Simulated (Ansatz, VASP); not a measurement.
Ce: VASP beside Ansatz

Contents of INCAR:

```
  PREC = Accurate
  ENCUT = 520
  EDIFF = 1E-8
  ISMEAR = -1
  SIGMA = 0.05
  LREAL = False
  LASPH = True
  NELM = 100
  ALGO = Normal
  ISIF = 2
  LWAVE = False
  LCHARG = False
  LEFG = True
  NBANDS = 19
```

The input KPOINTS:

```
regular mesh
0
Gamma
  15 15 7
```

Contents of POSCAR:

```
Ce
1.0
    3.1635053011      0.0000000000      0.0000000000
   -1.5817526506      2.7396759558      0.0000000000
    0.0000000000      0.0000000000      5.8661531200
Ce
2
Direct
    0.3333333333      0.6666666667      0.2500000000
    0.6666666667      0.3333333333      0.7500000000
```

Input for Ansatz:

```yaml
crystal:
  lattice:
    - [3.1635053011, 0.0, 0.0]
    - [-1.5817526506, 2.7396759558, 0.0]
    - [0.0, 0.0, 5.86615312]
  atoms:
    - { symbol: Ce, position: [0.3333333333, 0.6666666667, 0.25] }
    - { symbol: Ce, position: [0.6666666667, 0.3333333333, 0.75] }
kpoints:
  mp_grid: { grid: [15, 15, 7] }
  band_path:
    path:
      - [0.0, 0.0, 0.0]
      - [0.5, 0.0, 0.0]
      - [0.3333333333, 0.3333333333, 0.0]
      - [0.0, 0.0, 0.0]
      - [0.0, 0.0, 0.5]
      - [0.5, 0.0, 0.5]
      - [0.3333333333, 0.3333333333, 0.5]
      - [0.0, 0.0, 0.5]
      - [0.5, 0.0, 0.5]
    npoints: 8
scf:
  occupations: { method: fermi_dirac, width: 0.05 }
hamiltonian:
  xc: lda
  pseudopotentials: { kind: paw }
output:
  forces: true
  stress: true
  eigenvalues: true
  efg: { contact_densities: true }
  populations: true
  bader: true
  dos: { projected: true, de: 0.2, e_range: [-14, 8] }
```

Alike in both runs: task electric field gradients; functional LDA; k mesh 15 × 15 × 7; occupations fermi-dirac, width 0.05 eV; no spin polarisation.

```csv
,VASP,Ansatz
version,VASP 6.6.1,Ansatz 0.2.0
potentials or method,"VASP PAW LDA potentials, release 64 (Ce)","PAW with Ansatz's default frozen-core files, scalar-relativistic"
plane-wave cutoff (eV),520,420
valence electrons in the cell,24,24
```

|  | VASP | Ansatz | Ansatz less VASP |
| --- | --- | --- | --- |
| pressure (GPa) | -5.1 | -4.6 | +0.45 |
| traceless stress, the component that is largest in VASP (GPa) | -0.30 | -0.37 | -0.074 |
| size of Vzz on the site where it differs most (V/Å²) | 126.8 | 109.6 | -17.14 |

LDA's correlation is that of Perdew and Zunger in VASP and of Perdew and Wang (1992) in Ansatz.

Neither program's run includes spin-orbit coupling.
